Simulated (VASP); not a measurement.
# Al2O3 (R-3c) in VASP: notebook, part 2 of 2

VASP 6.6.1. Earlier steps stand in the parts before.

**3. Single point, revPBE+D4**

This run uses another cell than the first one, of 9.01 Å³/atom.

INCAR reads:

```
SYSTEM = Al2O3
PREC = Accurate ; ENCUT = 520
EDIFF = 1E-6 ; ISMEAR = -1
SIGMA = 0.05 ; LREAL = .FALSE.
LASPH = .TRUE. ; NELM = 100
ALGO = Normal ; ISIF = 2
LWAVE = .FALSE. ; LCHARG = .FALSE.
GGA = RE ; IVDW = 13
NBANDS = 35
```

KPOINTS reads:

```
regular mesh
0
G
  7 7 7
  0 0 0
```

POSCAR reads:

```
Al2O3
1.0
    2.4269334206      1.4011906636      4.4168267984
   -2.4269334206      1.4011906636      4.4168267984
    0.0000000000     -2.8023813274      4.4168267984
Al O
4 6
Direct
    0.8521600000      0.8521600000      0.8521600000
    0.6478400000      0.6478400000      0.6478400000
    0.1478400000      0.1478400000      0.1478400000
    0.3521600000      0.3521600000      0.3521600000
    0.0566800000      0.7500000000      0.4433200000
    0.7500000000      0.4433200000      0.0566800000
    0.4433200000      0.0566800000      0.7500000000
    0.9433200000      0.2500000000      0.5566800000
    0.2500000000      0.5566800000      0.9433200000
    0.5566800000      0.9433200000      0.2500000000
```

Potentials or basis: VASP PAW PBE potentials, release 64 (Al, O).

On the command line:

```bash
> cat potpaw_PBE.64/Al/POTCAR potpaw_PBE.64/O/POTCAR > POTCAR
> mpirun -np 1 vasp_std > vasp.out
```

OUTCAR:

```text
SYSTEM = Al2O3
   PREC = Accurate
   ENCUT = 520
   EDIFF = 1E-6
   ISMEAR = -1
   LREAL = .FALSE.
   LASPH = .TRUE.
   NELM = 100
   ISIF = 2
   GGA = RE
   IVDW = 13

 ion  position               nearest neighbor table
   1  0.852  0.852  0.852-   8 1.89  10 1.89   9 1.89   6 2.01   7 2.01   5 2.01   2 2.71   3 2.85
                             3 2.85   3 2.85   2 3.28   2 3.28   2 3.28
   2  0.648  0.648  0.648-   9 1.89  10 1.89   8 1.89   5 2.01   7 2.01   6 2.01   1 2.71   4 2.85
                             4 2.85   4 2.85   1 3.28   1 3.28   1 3.28
   3  0.148  0.148  0.148-   5 1.89   7 1.89   6 1.89   9 2.01  10 2.01   8 2.01   4 2.71   1 2.85
                             1 2.85   1 2.85   4 3.28   4 3.28   4 3.28
   4  0.352  0.352  0.352-   6 1.89   7 1.89   5 1.89   8 2.01  10 2.01   9 2.01   3 2.71   2 2.85
                             2 2.85   2 2.85   3 3.28   3 3.28   3 3.28
   5  0.057  0.750  0.443-   3 1.89   4 1.89   2 2.01   1 2.01
   6  0.750  0.443  0.057-   4 1.89   3 1.89   1 2.01   2 2.01
   7  0.443  0.057  0.750-   3 1.89   4 1.89   1 2.01   2 2.01
   8  0.943  0.250  0.557-   1 1.89   2 1.89   4 2.01   3 2.01
   9  0.250  0.557  0.943-   2 1.89   1 1.89   3 2.01   4 2.01
  10  0.557  0.943  0.250-   1 1.89   2 1.89   3 2.01   4 2.01

[... 1118 lines left out ...]
     35      19.0794      0.00000

 [... further k-points ...]

------------------------ aborting loop because EDIFF is reached ----------------------------------------

  DFT-D4 for vdW energy calculation

  Edisp (eV):   -5.06375

  FORCE on cell =-STRESS in cart. coord.  units (eV):
  Direction    XX          YY          ZZ          XY          YZ          ZX
  --------------------------------------------------------------------------------------
  -------------------------------------------------------------------------------------
  Total      -7.07333    -7.07333    -6.85610     0.00000     0.00000     0.00000
  in kB    -125.75280  -125.75280  -121.89084     0.00000     0.00000     0.00000
  external pressure =     -124.47 kB  Pullay stress =        0.00 kB

 VOLUME and BASIS-vectors are now :
 -----------------------------------------------------------------------------
  energy-cutoff  :      520.00
  volume of cell :       90.12
      direct lattice vectors                 reciprocal lattice vectors
     2.426933421  1.401190664  4.416826798     0.206021309  0.118946458  0.075468962
    -2.426933421  1.401190664  4.416826798    -0.206021309  0.118946458  0.075468962
     0.000000000 -2.802381327  4.416826798     0.000000000 -0.237892916  0.075468962

 POSITION                                       TOTAL-FORCE (eV/Angst)
 -----------------------------------------------------------------------------------
      0.00000     -0.00000     11.29153         0.000000     -0.000000      0.038087
      0.00000     -0.00000      8.58419         0.000000      0.000000     -0.038087
      0.00000     -0.00000      1.95895         0.000000      0.000000     -0.038087
      0.00000     -0.00000      4.66629         0.000000     -0.000000      0.038087
     -1.68264     -0.11204      5.52103        -0.007562     -0.013098     -0.000000
      0.74429      1.51323      5.52103        -0.007562      0.013098     -0.000000
      0.93835     -1.40119      5.52103         0.015124     -0.000000     -0.000000
      1.68264      0.11204      7.72945         0.007562      0.013098     -0.000000
     -0.74429     -1.51323      7.72945         0.007562     -0.013098     -0.000000
     -0.93835      1.40119      7.72945        -0.015124     -0.000000      0.000000
 -----------------------------------------------------------------------------------
    total drift:                               -0.000000      0.000000     -0.000000

  FREE ENERGIE OF THE ION-ELECTRON SYSTEM (eV)
  ---------------------------------------------------
  free  energy   TOTEN  =       -76.5930297405 eV

  energy  without entropy=      -76.5930297405  energy(sigma->0) =      -76.59302974
```

It took 2.9 min on 1 thread of Intel Xeon 6975P-C (Granite Rapids), shared host; peak memory 0.27 GiB.

What came out:

- Free energy: -76.5930 eV
- Pressure: -12.4 GPa
- Largest force: 0.038 eV/Å
- Band gap on the k mesh: 5.57 eV
- Dispersion energy per atom: -0.506 eV

Forces in eV/Å, atoms in the order of the input:
```
Al   0.000  0.000  0.038
Al   0.000  0.000 -0.038
Al   0.000  0.000 -0.038
Al   0.000  0.000  0.038
O   -0.008 -0.013  0.000
O   -0.008  0.013  0.000
O    0.015  0.000  0.000
O    0.008  0.013  0.000
O    0.008 -0.013  0.000
O   -0.015  0.000  0.000
```

Caveat: the cell stands under tension; the PAW data sets were made with another functional, which shifts forces and pressure a little; an odd mesh through Γ misses points on the zone boundary, where band edges can lie.
